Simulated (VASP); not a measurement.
# Y (I4/mmm) in VASP: single point with r2SCAN

Aim: the single point of Y with r2SCAN.

Everything below comes from runs of VASP 6.6.1. Logs are shortened: lines on timing, memory, paths and dates and some standing lists are left out, and cuts for length are marked.

**1. The cell of the first run**

The structure is tetragonal, space group I4/mmm (No. 139). The conventional cell has a = 3.655 Å, b = 3.655 Å, c = 5.368 Å, α = 90.00°, β = 90.00°, γ = 90.00°. Y (site symmetry 4/mmm) has 12 Y at 3.65 to 3.73 Å within 4.8 Å.

**2. Single point, r2SCAN (strain +0.040 along x and y, +0.080 along z)**

Contents of POSCAR:

```
Y
1.0
    0.0000000000      2.5844000000      2.6838000000
    2.5844000000      0.0000000000      2.6838000000
    2.5844000000      2.5844000000      0.0000000000
Y
1
Direct
    0.0000000000      0.0000000000      0.0000000000
```

Contents of INCAR.step1:

```
SYSTEM = Y
PREC = Accurate ; ENCUT = 520
ISMEAR = 0 ; SIGMA = 0.15
LREAL = .FALSE. ; LASPH = .TRUE.
NELM = 60 ; NBANDS = 12
GGA = PE ; ALGO = Normal
EDIFF = 1E-4 ; LWAVE = .TRUE.
LCHARG = .FALSE.
```

Contents of INCAR.step2:

```
SYSTEM = Y
PREC = Accurate ; ENCUT = 520
EDIFF = 1E-6 ; ISMEAR = 0
SIGMA = 0.15 ; LREAL = .FALSE.
LASPH = .TRUE. ; NELM = 60
ALGO = Normal ; ISIF = 2
LWAVE = .FALSE. ; LCHARG = .TRUE.
METAGGA = R2SCAN ; LMIXTAU = .TRUE.
LELF = .TRUE. ; LVHAR = .TRUE.
NBANDS = 12 ; ISTART = 1
```

Contents of KPOINTS:

```
regular mesh
0
G
  16 16 16
  0 0 0
```

Potentials or basis: VASP PAW PBE potentials, release 64 (Y_sv).

On the command line:

```bash
> cat potpaw_PBE.64/Y_sv/POTCAR > POTCAR
> cp INCAR.step1 INCAR
> mpirun -np 1 vasp_std > vasp.out
> cp INCAR.step2 INCAR
> mpirun -np 1 vasp_std > vasp.out
```

OUTCAR:

```text
SYSTEM = Y
   PREC = Accurate
   ENCUT = 520
   EDIFF = 1E-6
   ISMEAR = 0
   LREAL = .FALSE.
   LASPH = .TRUE.
   NELM = 60
   ISIF = 2
   METAGGA = R2SCAN
   ISTART = 1

 ion  position               nearest neighbor table
   1  0.000  0.000  0.000-

  LATTYP: Found a body centered tetragonal cell.
 ALAT       =     3.6548935306
 C/A-ratio  =     1.4686063917

  Lattice vectors:

 A1 = (  -2.5844000000,   0.0000000000,   2.6838000000)
 A2 = (   2.5844000000,   0.0000000000,   2.6838000000)
 A3 = (   0.0000000000,   2.5844000000,  -2.6838000000)

Analysis of symmetry for initial positions (statically):
=====================================================================
 Subroutine PRICEL returns:
 Original cell was already a primitive cell.

 Routine SETGRP: Setting up the symmetry group for a
 body centered tetragonal supercell.

 Subroutine GETGRP returns: Found 16 space group operations
 (whereof 16 operations were pure point group operations)
 out of a pool of 16 trial point group operations.

The static configuration has the point symmetry D_4h.

Analysis of symmetry for dynamics (positions and initial velocities):
=====================================================================
 Subroutine PRICEL returns:
 Original cell was already a primitive cell.

 Routine SETGRP: Setting up the symmetry group for a
 body centered tetragonal supercell.

 Subroutine GETGRP returns: Found 16 space group operations
 (whereof 16 operations were pure point group operations)
 out of a pool of 16 trial point group operations.

The dynamic configuration has the point symmetry D_4h.

 Subroutine INISYM returns: Found 16 space group operations
 (whereof 16 operations are pure point group operations),
 and found     1 'primitive' translations

----------------------------------------------------------------------------------------

                                     Primitive cell

  volume of cell :      35.8509

  direct lattice vectors                    reciprocal lattice vectors
     0.000000000  2.584400000  2.683800000    -0.193468503  0.193468503  0.186303003
     2.584400000  0.000000000  2.683800000     0.193468503 -0.193468503  0.186303003
     2.584400000  2.584400000  0.000000000     0.193468503  0.193468503 -0.186303003

  length of vectors
     3.725842965  3.725842965  3.654893531     0.331011983  0.331011983  0.331011983

  position of ions in fractional coordinates (direct lattice)
     0.000000000  0.000000000  0.000000000

[... 83 lines left out ...]
   POTIM  = 0.5000    time-step for ionic-motion
   TEBEG  =    0.0;   TEEND  =   0.0 temperature during run
   PSTRESS=    0.0 pullay stress
   NELECT =      11.0000    total number of electrons
   NUPDOWN=      -1.0000    fix difference up-down
   EMIN   =  10.00;   EMAX   =-10.00  energy-range for DOS
   EFERMI =   0.00;   METHOD = LEGACY
   ISMEAR =     0;   SIGMA  =   0.15  broadening in eV -4-tet -1-fermi 0-gaus
   EFERMI_NEDOS =   21; number of points for ismear=-14 and -15
   IALGO  =     38    algorithm
   IMIX   =      4    mixing-type and parameters
     AMIX     =   0.40;   BMIX     =  1.00
     AMIX_MAG =   1.60;   BMIX_MAG =  1.00
  volume/ion in A,a.u.               =      35.85       241.93
  Fermi-wavevector in a.u.,A,eV,Ry     =   1.104178  2.086594 16.588354  1.219210
  Thomas-Fermi vector in A             =   2.240647
   LORBIT       =      0    0 simple, 1 ext, 2 COOP (PROOUT), +10 PAW based schemes
   METAGGA = R2SCAN    functional components
   LHFCALC =     F    Hartree Fock is set to
   AEXX    =    0.0000 exact exchange contribution
   IVDW    =     0    specifies the selected vdW correction
   LEPSILON=     F    determine dielectric tensor
   LRPA    =     F    only Hartree local field effects (RPA)
 non-spin polarized calculation
 Gauss-broadening in eV      SIGMA  =   0.15
  energy-cutoff  :      520.00
  volume of cell :       35.85
 maximum number of plane-waves:       983
   NGX = 13   NGY = 13   NGZ = 13

 number of electron      10.9999999 magnetization

 Free energy of the ion-electron system (eV)
  ---------------------------------------------------
  ext. energy  EPLUGINS =         0.00000000
  ---------------------------------------------------
  free energy    TOTEN  =       -20.20928001 eV

  energy without entropy =      -20.18720078  energy(sigma->0) =      -20.19824039

 E-fermi :   2.6696     XC(G=0):  -9.7211

 val. band max:        2.6689553959   @ k =  -0.2500   0.2500   0.1250
 cond. band min:       2.6750210110   @ k =  -0.2500   0.1250   0.3750
 fundamental gap:      0.0060656151
 Fermi energy:         2.6695851650

 k-point     1 :       0.0000    0.0000    0.0000
  band No.  band energies     occupation
      1     -41.7779      2.00000
      2     -20.8675      2.00000
      3     -20.8675      2.00000
      4     -20.8596      2.00000
      5      -2.1760      2.00000
      6       4.4336      0.00000
      7       4.7050      0.00000
      8       4.7050      0.00000
      9       6.3056      0.00000
     10       6.6989      0.00000
     11      11.7553      0.00000
     12      14.5403      0.00000
[... 331 lines left out ...]
 k-point    24 :      -0.0625    0.0625    0.0000
  band No.  band energies     occupation
      1     -41.7731      2.00000
      2     -20.9119      2.00000
      3     -20.8708      2.00000
      4     -20.8694      2.00000
      5      -1.9282      2.00000
      6       4.3823      0.00000
      7       4.5547      0.00000
      8       4.8197      0.00000
      9       6.3313      0.00000
     10       6.4504      0.00000
     11      12.3189      0.00000
     12      14.1065      0.00000

 [... further k-points ...]

------------------------ aborting loop because EDIFF is reached ----------------------------------------

  FORCE on cell =-STRESS in cart. coord.  units (eV):
  Direction    XX          YY          ZZ          XY          YZ          ZX
  --------------------------------------------------------------------------------------
  -------------------------------------------------------------------------------------
  Total       -0.4857168     -0.4857168     -0.6437278      0.0000000     -0.0000000      0.0000000
  in kB      -21.7067153    -21.7067153    -28.7682367      0.0000000     -0.0000000      0.0000000
  external PRESSURE =     -24.0605557 kB  Pullay stress =       0.0000000 kB

 VOLUME and BASIS-vectors are now :
 -----------------------------------------------------------------------------
  energy-cutoff  :      520.00
  volume of cell :       35.85
      direct lattice vectors                 reciprocal lattice vectors
     0.000000000  2.584400000  2.683800000    -0.193468503  0.193468503  0.186303003
     2.584400000  0.000000000  2.683800000     0.193468503 -0.193468503  0.186303003
     2.584400000  2.584400000  0.000000000     0.193468503  0.193468503 -0.186303003

 POSITION                                       TOTAL-FORCE (eV/Angst)
 -----------------------------------------------------------------------------------
      0.00000      0.00000      0.00000         0.000000     -0.000000      0.000000
 -----------------------------------------------------------------------------------
    total drift:                               -0.000000     -0.000000     -0.000000

  FREE ENERGIE OF THE ION-ELECTRON SYSTEM (eV)
  ---------------------------------------------------
  free  energy   TOTEN  =       -20.2092800090 eV

  energy  without entropy=      -20.1872007776  energy(sigma->0) =      -20.19824039
```

OSZICAR.step1:

```text
N       E                     dE             d eps       ncg     rms          rms(c)
DAV:   1     0.240898228628E+02    0.24090E+02   -0.54840E+03  8416   0.817E+02
DAV:   2    -0.526034695601E+01   -0.29350E+02   -0.28599E+02 10172   0.163E+02
DAV:   3    -0.656875085777E+01   -0.13084E+01   -0.12836E+01 12012   0.217E+01
DAV:   4    -0.660450079071E+01   -0.35750E-01   -0.35723E-01  9568   0.347E+00
DAV:   5    -0.660517544227E+01   -0.67465E-03   -0.67462E-03 11160   0.384E-01    0.213E+01
DAV:   6    -0.641655582238E+01    0.18862E+00   -0.21265E-01  9032   0.303E+00    0.130E+01
DAV:   7    -0.637790175154E+01    0.38654E-01   -0.30228E-01  9920   0.359E+00    0.108E+00
DAV:   8    -0.637440758050E+01    0.34942E-02   -0.39755E-02  9912   0.148E+00    0.185E-01
DAV:   9    -0.637428906451E+01    0.11852E-03   -0.70908E-04 10552   0.224E-01    0.127E-01
DAV:  10    -0.637418829290E+01    0.10077E-03   -0.41563E-04  9488   0.161E-01    0.502E-02
DAV:  11    -0.637418569025E+01    0.26027E-05   -0.37787E-05  4948   0.523E-02
   1 F= -.63741857E+01 E0= -.63634776E+01  d E =-.214161E-01
```

Run time: 16 min. Hardware: 1 thread of Oxide Virtual Turin-like, shared host; peak memory 0.28 GiB.

Results:

- Free energy: -20.2093 eV
- Pressure: -2.4 GPa
- Band gap on the k mesh: zero (an odd number of electrons rules out a gap without spin polarisation)

Levels at points of the mesh, in eV from the Fermi level:
| k point | band 1 | band 2 | band 3 | band 4 | band 5 | band 6 | band 7 | band 8 | band 9 | band 10 |
| --- | --- | --- | --- | --- | --- | --- | --- | --- | --- | --- |
| (0.00, 0.00, 0.00) | -44.45 | -23.54 | -23.54 | -23.53 | -4.85 | 1.76 | 2.04 | 2.04 | 3.64 | 4.03 |
| (0.50, 0.00, 0.00) | -44.40 | -23.97 | -23.60 | -23.58 | -1.88 | 0.20 | 1.63 | 1.94 | 5.05 | 5.21 |
| (0.50, 0.50, 0.00) | -44.39 | -23.93 | -23.67 | -23.67 | -1.61 | -0.59 | 1.32 | 5.17 | 5.48 | 5.48 |
| (0.50, 0.00, 0.50) | -44.38 | -23.94 | -23.72 | -23.67 | -1.56 | -0.69 | 1.80 | 5.13 | 5.34 | 5.63 |

Caveat: the cell differs from its parent crystal (strain +0.040 along x and y, +0.080 along z); the PAW data sets were made with another functional, which shifts forces and pressure a little.
